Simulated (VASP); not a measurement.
The system is MgH2.

```
CELL_PARAMETERS angstrom
0.00000 2.38107 2.38107
2.38107 0.00000 2.38107
2.38107 2.38107 0.00000
ATOMIC_POSITIONS crystal
Mg 0.00000 0.00000 0.00000
H 0.75000 0.75000 0.75000
H 0.25000 0.25000 0.25000
```

- Program: VASP 6.6.1
- Task: relaxation of cell and atoms
- Functional: LDA
- Potentials or basis: VASP PAW LDA potentials, release 64 (Mg, H)
- Cutoff: 600 eV
- k mesh: 7 × 7 × 7
- Occupations: fermi-dirac, width 0.02 eV
- Spin: no spin polarisation

At the start: pressure -4.2 GPa; volume 9.00 Å³/atom.

Where does the relaxation end?

Over 3 steps the energy falls by 8.4 meV/atom and the volume is 8.41 Å³/atom (-6.5 %); space group Fm-3m (No. 225, to 0.1 Å) before and after.

Step by step:
```
step  energy change (eV)  largest force (eV/Å)  pressure (GPa)  volume (Å³)
   1              0.0000                0.0000           -4.16        27.00
   2             -0.0183                0.0000           -2.29        26.10
   3             -0.0251                0.0000           -0.20        25.24
```

Final structure:
```cif
data_structure
_symmetry_space_group_name_H-M 'P 1'
_symmetry_Int_Tables_number 1
_cell_length_a 3.2926
_cell_length_b 3.2926
_cell_length_c 3.2926
_cell_angle_alpha 60.000
_cell_angle_beta 60.000
_cell_angle_gamma 60.000
_cell_volume 25.24
loop_
_atom_site_label
_atom_site_type_symbol
_atom_site_fract_x
_atom_site_fract_y
_atom_site_fract_z
_atom_site_occupancy
Mg1 Mg 0.00000 0.00000 0.00000 1
H1 H 0.75000 0.75000 0.75000 1
H2 H 0.25000 0.25000 0.25000 1
```
